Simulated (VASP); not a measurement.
# Cs4Sn3GeI12 in VASP: single point with PBEsol

Aim: the single point of Cs4Sn3GeI12 with PBEsol.

Program: VASP 6.6.1. These are calculated values, not measurements. Logs are shortened: lines on timing, memory, paths and dates and some standing lists are left out, and cuts for length are marked.

### Step 1. The cell of the first run

The cell holds a repeated cell, 40 atoms: a = 12.314 Å, b = 12.314 Å, c = 12.314 Å, α = 90.00°, β = 90.00°, γ = 90.00°.

### Step 2. Single point, PBEsol

INCAR reads:

```
SYSTEM = Cs4Sn3GeI12
PREC = Accurate ; ENCUT = 410
EDIFF = 1E-6 ; ISMEAR = -1
SIGMA = 0.05 ; LREAL = Auto
LASPH = .TRUE. ; NELM = 120
ALGO = Normal ; ISIF = 2
LWAVE = .FALSE. ; LCHARG = .FALSE.
GGA = PS ; ISYM = -1
NBANDS = 202 ; GGA_COMPAT = .FALSE.
```

KPOINTS reads:

```
explicit points
1
Reciprocal
  0.25000000   0.25000000   0.25000000 1
```

POSCAR reads:

```
Cs4Sn3GeI12
1.0
   12.3144620000      0.0000000000      0.0000000000
    0.0000000000     12.3144620000      0.0000000000
    0.0000000000      0.0000000000     12.3144620000
Cs Ge Sn I
8 2 6 24
Direct
    0.0016710000      0.0003650000      0.9982380000
    0.9950070000      0.9989460000      0.5016260000
    0.0005730000      0.4991490000      0.0045130000
    0.0011880000      0.4990530000      0.4992040000
    0.5019890000      0.9983080000      0.9988260000
    0.4982590000      0.0005240000      0.4999820000
    0.4994360000      0.4989730000      0.0000720000
    0.4965280000      0.4985210000      0.4997620000
    0.2507310000      0.2505640000      0.2513030000
    0.7492040000      0.7492090000      0.7502220000
    0.2501870000      0.2490450000      0.7510170000
    0.2506820000      0.7505590000      0.2503200000
    0.2491870000      0.7490260000      0.7503090000
    0.7511280000      0.2504370000      0.2500930000
    0.7503640000      0.2500120000      0.7501910000
    0.7507330000      0.7503950000      0.2497380000
    0.2496940000      0.2495400000      0.0057810000
    0.2485630000      0.2503450000      0.4933870000
    0.2485510000      0.7500420000      0.0003830000
    0.2502380000      0.7490790000      0.5003030000
    0.7483880000      0.2496820000      0.0000700000
    0.7507700000      0.2486750000      0.5001050000
    0.7493080000      0.7488620000      0.9937700000
    0.7501860000      0.7511350000      0.5062280000
    0.0055890000      0.2512070000      0.2500870000
    0.9997850000      0.2500740000      0.7503470000
    0.9997300000      0.7479970000      0.2499820000
    0.9943530000      0.7500840000      0.7488670000
    0.4929030000      0.2486330000      0.2495530000
    0.4998850000      0.2506150000      0.7490650000
    0.4997000000      0.7498020000      0.2492920000
    0.5066610000      0.7520730000      0.7517960000
    0.2494070000      0.0052300000      0.2522000000
    0.2509210000      0.0002460000      0.7500300000
    0.2492780000      0.4929080000      0.2489210000
    0.2503700000      0.5002460000      0.7506740000
    0.7509580000      0.9994140000      0.2496580000
    0.7504120000      0.9944720000      0.7502420000
    0.7501710000      0.4994320000      0.2492200000
    0.7505020000      0.5067750000      0.7503420000
```

Potentials or basis: VASP PAW PBE potentials, release 64 (Cs_sv, Ge_d, Sn_d, I).

Started as:

```sh
$ cat potpaw_PBE.64/Cs_sv/POTCAR potpaw_PBE.64/Ge_d/POTCAR potpaw_PBE.64/Sn_d/POTCAR potpaw_PBE.64/I/POTCAR > POTCAR
$ mpirun -np 1 vasp_std > vasp.out
```

OUTCAR:

```text
SYSTEM = Cs4Sn3GeI12
   PREC = Accurate
   ENCUT = 410
   EDIFF = 1E-6
   ISMEAR = -1
   LREAL = Auto
   LASPH = .TRUE.
   NELM = 120
   ISIF = 2
   GGA = PS
   ISYM = -1

 ion  position               nearest neighbor table
   1  0.002  0.000  0.998-
   2  0.995  0.999  0.502-
   3  0.001  0.499  0.005-
   4  0.001  0.499  0.499-
   5  0.502  0.998  0.999-
   6  0.498  0.001  0.500-
   7  0.499  0.499  0.000-
   8  0.497  0.499  0.500-
   9  0.251  0.251  0.251-  18 2.98  29 2.98  35 2.98  25 3.02  33 3.02  17 3.02
  10  0.749  0.749  0.750-  40 2.99  32 2.99  23 3.00  24 3.00  28 3.02  38 3.02
  11  0.250  0.249  0.751-  34 3.06  30 3.08  26 3.08  36 3.09  17 3.14  18 3.17
  12  0.251  0.751  0.250-  31 3.07  19 3.08  20 3.08  27 3.09  33 3.14  35 3.17
  13  0.249  0.749  0.750-  36 3.06  20 3.08  19 3.08  34 3.09  28 3.14  32 3.17
  14  0.751  0.250  0.250-  39 3.07  22 3.08  21 3.08  37 3.09  25 3.13  29 3.18
  15  0.750  0.250  0.750-  26 3.07  21 3.08  22 3.08  30 3.08  38 3.15  40 3.16
  16  0.751  0.750  0.250-  27 3.07  37 3.07  39 3.09  31 3.09  23 3.15  24 3.16
  17  0.250  0.250  0.006-   9 3.02  11 3.14
  18  0.249  0.250  0.493-   9 2.98  11 3.17
  19  0.249  0.750  0.000-  12 3.08  13 3.08
  20  0.250  0.749  0.500-  12 3.08  13 3.08
  21  0.748  0.250  0.000-  15 3.08  14 3.08
  22  0.751  0.249  0.500-  14 3.08  15 3.08
[... 16 lines left out ...]
  39  0.750  0.499  0.249-  14 3.07  16 3.09
  40  0.751  0.507  0.750-  10 2.99  15 3.16

IMPORTANT INFORMATION: All symmetrisations will be switched off!
NOSYMM: (Re-)initialisation of all symmetry stuff for point group C_1.

----------------------------------------------------------------------------------------

                                     Primitive cell

  volume of cell :    1867.4386

  direct lattice vectors                    reciprocal lattice vectors
    12.314462000  0.000000000  0.000000000     0.081205334  0.000000000  0.000000000
     0.000000000 12.314462000  0.000000000     0.000000000  0.081205334  0.000000000
     0.000000000  0.000000000 12.314462000     0.000000000  0.000000000  0.081205334

  length of vectors
    12.314462000 12.314462000 12.314462000     0.081205334  0.081205334  0.081205334

  position of ions in fractional coordinates (direct lattice)
     0.001671000  0.000365000  0.998238000
     0.995007000  0.998946000  0.501626000
     0.000573000  0.499149000  0.004513000
     0.001188000  0.499053000  0.499204000
     0.501989000  0.998308000  0.998826000
     0.498259000  0.000524000  0.499982000
[... 32 lines left out ...]
     0.750171000  0.499432000  0.249220000
     0.750502000  0.506775000  0.750342000

  ion indices of the primitive-cell ions
   primitive index   ion index
                 1           1
                 2           2
                 3           3
                 4           4
                 5           5
                 6           6
[... 32 lines left out ...]
                39          39
                40          40

----------------------------------------------------------------------------------------

 KPOINTS: explicit points

Read explicit list of k-points.

 Found      1 k-points:

 Following reciprocal coordinates:
            Coordinates               Weight
  0.250000  0.250000  0.250000      1.000000
   k-points           NKPTS =      1   k-points in BZ     NKDIM =      1   number of bands    NBANDS=    202
   number of dos      NEDOS =    301   number of ions     NIONS =     40
   total plane-waves  NPLWV = 592704
   dimension x,y,z NGX =    84 NGY =   84 NGZ =   84
   dimension x,y,z NGXF=   168 NGYF=  168 NGZF=  168
   ions per type =               8   2   6  24
   NGX,Y,Z   is equivalent  to a cutoff of  11.34, 11.34, 11.34 a.u.
   NGXF,Y,Z  is equivalent  to a cutoff of  22.68, 22.68, 22.68 a.u.
 SYSTEM =  Cs4Sn3GeI12
   PREC   = accura    normal or accurate (medium, high low for compatibility)
   ISTART =      0    job   : 0-new  1-cont  2-samecut
   ICHARG =      2    charge: 1-file 2-atom 10-const
   ISPIN  =      1    spin polarized calculation?
   LNONCOLLINEAR =      F non collinear calculations
   LSORBIT =      F    spin-orbit coupling
   LASPH  =      T    aspherical Exc in radial PAW
   ENCUT  =  410.0 eV  30.13 Ry    5.49 a.u.  20.33 20.33 20.33*2*pi/ulx,y,z
   NELM   =    120;   NELMIN=  2; NELMDL= -5     # of ELM steps
   EDIFF  = 0.1E-05   stopping-criterion for ELM
   LREAL  =      T    real-space projection
   EDIFFG = 0.1E-04   stopping-criterion for IOM
   NSW    =      0    number of steps for IOM
   IBRION =     -1    ionic relax: 0-MD 1-quasi-New 2-CG
   NFREE  =      0    steps in history (QN), initial steepest desc. (CG)
   ISIF   =      2    stress and relaxation
   ISYM   =     -1    0-nonsym 1-usesym 2-fastsym
   POTIM  = 0.5000    time-step for ionic-motion
   TEBEG  =    0.0;   TEEND  =   0.0 temperature during run
   PSTRESS=    0.0 pullay stress
   NELECT =     352.0000    total number of electrons
   NUPDOWN=      -1.0000    fix difference up-down
   EMIN   =  10.00;   EMAX   =-10.00  energy-range for DOS
   EFERMI =   0.00;   METHOD = LEGACY
   ISMEAR =    -1;   SIGMA  =   0.05  broadening in eV -4-tet -1-fermi 0-gaus
   EFERMI_NEDOS =   21; number of points for ismear=-14 and -15
   IALGO  =     38    algorithm
   IMIX   =      4    mixing-type and parameters
     AMIX     =   0.40;   BMIX     =  1.00
     AMIX_MAG =   1.60;   BMIX_MAG =  1.00
  volume/ion in A,a.u.               =      46.69       315.05
  Fermi-wavevector in a.u.,A,eV,Ry     =   0.938657  1.773805 11.987781  0.881077
  Thomas-Fermi vector in A             =   2.065891
   LORBIT       =      0    0 simple, 1 ext, 2 COOP (PROOUT), +10 PAW based schemes
   GGA     = PS    functional components
   LHFCALC =     F    Hartree Fock is set to
   AEXX    =    0.0000 exact exchange contribution
   IVDW    =     0    specifies the selected vdW correction
   LEPSILON=     F    determine dielectric tensor
   LRPA    =     F    only Hartree local field effects (RPA)
 non-spin polarized calculation
  energy-cutoff  :      410.00
  volume of cell :     1867.44
 maximum number of plane-waves:     35255
 NGX is ok and might be reduce to    84
   NGX = 41   NGY = 41   NGZ = 41

 number of electron     351.9999859 magnetization

 Free energy of the ion-electron system (eV)
  ---------------------------------------------------
  ext. energy  EPLUGINS =         0.00000000
  ---------------------------------------------------
  free energy    TOTEN  =      -121.44245159 eV

  energy without entropy =     -121.44245159  energy(sigma->0) =     -121.44245159

 E-fermi :   2.5945     XC(G=0):  -7.7664

 val. band max:        1.4942313872   @ k =   0.2500   0.2500   0.2500
 cond. band min:       3.7232932143   @ k =   0.2500   0.2500   0.2500
 fundamental gap:      2.2290618271
 Fermi energy:         2.5945201208

 k-point     1 :       0.2500    0.2500    0.2500
  band No.  band energies     occupation
      1     -22.7069      2.00000
      2     -22.7068      2.00000
      3     -22.6998      2.00000
      4     -22.6998      2.00000
      5     -22.6979      2.00000
      6     -22.6978      2.00000
[... 180 lines left out ...]
    187       4.2956      0.00000
    188       4.3611      0.00000
 [bands above 188 left out]

------------------------ aborting loop because EDIFF is reached ----------------------------------------

  FORCE on cell =-STRESS in cart. coord.  units (eV):
  Direction    XX          YY          ZZ          XY          YZ          ZX
  --------------------------------------------------------------------------------------
  -------------------------------------------------------------------------------------
  Total      -11.3950054    -11.3896242    -11.4185013     -0.6343355     -0.6379488     -0.6339925
  in kB       -9.7763961     -9.7717793     -9.7965545     -0.5442310     -0.5473311     -0.5439367
  external PRESSURE =      -9.7815766 kB  Pullay stress =       0.0000000 kB

 VOLUME and BASIS-vectors are now :
 -----------------------------------------------------------------------------
  energy-cutoff  :      410.00
  volume of cell :     1867.44
      direct lattice vectors                 reciprocal lattice vectors
    12.314462000  0.000000000  0.000000000     0.081205334  0.000000000  0.000000000
     0.000000000 12.314462000  0.000000000     0.000000000  0.081205334  0.000000000
     0.000000000  0.000000000 12.314462000     0.000000000  0.000000000  0.081205334

 POSITION                                       TOTAL-FORCE (eV/Angst)
 -----------------------------------------------------------------------------------
      0.02058      0.00449     12.29276        -0.007632     -0.004788      0.007371
     12.25298     12.30148      6.17725         0.002545     -0.003952     -0.000614
      0.00706      6.14675      0.05558        -0.002611      0.001909     -0.006657
      0.01463      6.14557      6.14743        -0.011018      0.006788      0.006418
      6.18172     12.29363     12.30000        -0.007127      0.004742      0.002680
      6.13579      0.00645      6.15701         0.009415     -0.004640     -0.000847
[... 32 lines left out ...]
      9.23795      6.15024      3.06901        -0.008986      0.015913      0.013735
      9.24203      6.24066      9.24006        -0.000074      0.002060     -0.002579
 -----------------------------------------------------------------------------------
    total drift:                               -0.000283      0.050134      0.012913

  FREE ENERGIE OF THE ION-ELECTRON SYSTEM (eV)
  ---------------------------------------------------
  free  energy   TOTEN  =      -121.4424515867 eV

  energy  without entropy=     -121.4424515852  energy(sigma->0) =     -121.44245159
```

Run time: 27 min. Hardware: 1 thread of Intel Xeon 8259CL, shared host; peak memory 1.2 GiB.

Results:

```yaml
Free_energy: -121.4425 eV
Pressure: -1.0 GPa
Largest_force: 0.024 eV/Å
Band_gap_on_the_k_mesh: 2.23 eV
```

Forces in eV/Å, atoms in the order of the input:
```
Cs  -0.008 -0.005  0.007
Cs   0.003 -0.004 -0.001
Cs  -0.003  0.002 -0.007
Cs  -0.011  0.007  0.006
Cs  -0.007  0.005  0.003
Cs   0.009 -0.005 -0.001
Cs   0.009  0.011 -0.001
Cs   0.010  0.006  0.000
Ge   0.015 -0.004  0.001
Ge  -0.003  0.000 -0.008
Sn  -0.005  0.018  0.007
Sn  -0.017  0.010  0.002
Sn  -0.003  0.018  0.002
Sn  -0.007 -0.017  0.002
Sn  -0.011 -0.012  0.000
Sn  -0.015 -0.016  0.011
I    0.005  0.000 -0.007
I    0.001 -0.004 -0.004
I    0.015 -0.001 -0.006
I    0.001  0.004 -0.003
I    0.013  0.003  0.000
I   -0.007  0.011 -0.006
I    0.004  0.001  0.003
I    0.000 -0.003 -0.004
I   -0.016 -0.005 -0.001
I    0.014 -0.001 -0.006
I    0.013  0.006  0.004
I    0.007 -0.001  0.002
I    0.002 -0.001  0.005
I    0.002 -0.008  0.006
I    0.016  0.001  0.009
I    0.001 -0.008 -0.003
I    0.003 -0.007 -0.007
I   -0.012 -0.017 -0.004
I    0.004 -0.004  0.000
I   -0.002 -0.022 -0.010
I   -0.010  0.017  0.001
I   -0.004  0.006 -0.004
I   -0.009  0.016  0.014
I    0.000  0.002 -0.003
```

Levels at points of the mesh, in eV from the valence-band top:
| k point | band 172 | band 173 | band 174 | band 175 | band 176 | band 177 | band 178 | band 179 | band 180 | band 181 |
| --- | --- | --- | --- | --- | --- | --- | --- | --- | --- | --- |
| (0.25, 0.25, 0.25) | -0.50 | -0.38 | -0.16 | -0.15 | 0.00 | 2.23 | 2.23 | 2.42 | 2.42 | 2.50 |

Caveat: the PAW data sets were made with another functional, which shifts forces and pressure a little; spin-orbit coupling is left out, which moves the levels of the heavy elements.
